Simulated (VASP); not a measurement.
In, 2 atoms in the cell. Symmetry: P6_3/mmc, No. 194, hexagonal system. Conventional cell: a = 3.249 Å, b = 3.249 Å, c = 5.165 Å, α = 90.00°, β = 90.00°, γ = 120.00°. Within 4.2 Å of In (site symmetry -6m2) lie 12 In at 3.19 to 3.25 Å.  This cell differs from its parent crystal: volume scaled by 0.85.

| Item | Value |
| --- | --- |
| Program | VASP 6.6.1 |
| Task | single point |
| Functional | PBE |
| Potentials or basis | VASP PAW PBE potentials, release 64 (In_d) |
| Cutoff | 520 eV |
| k mesh | 13 × 13 × 7 |
| Occupations | fermi-dirac, width 0.08 eV |
| Spin | no spin polarisation |
| Dipole correction | no |
| Further INCAR settings | ALGO = Normal; EDIFF = 1e-07; NBANDS = 20 |

Potentials or basis: VASP PAW PBE potentials, release 64 (In_d).

Run with:

```console
$ cat potpaw_PBE.64/In_d/POTCAR > POTCAR
$ mpirun -np 1 vasp_std > vasp.out
```

Hardware: 1 thread of Intel(R) Xeon(R) 6975P-C (Granite Rapids) (shared host).

Q: How long does it take, and how much memory?

A: Run time: 20 s on 1 thread of Intel(R) Xeon(R) 6975P-C (Granite Rapids), with other jobs on the host, peak memory 0.2 GiB. Counts: scf iterations 13, k points 84.
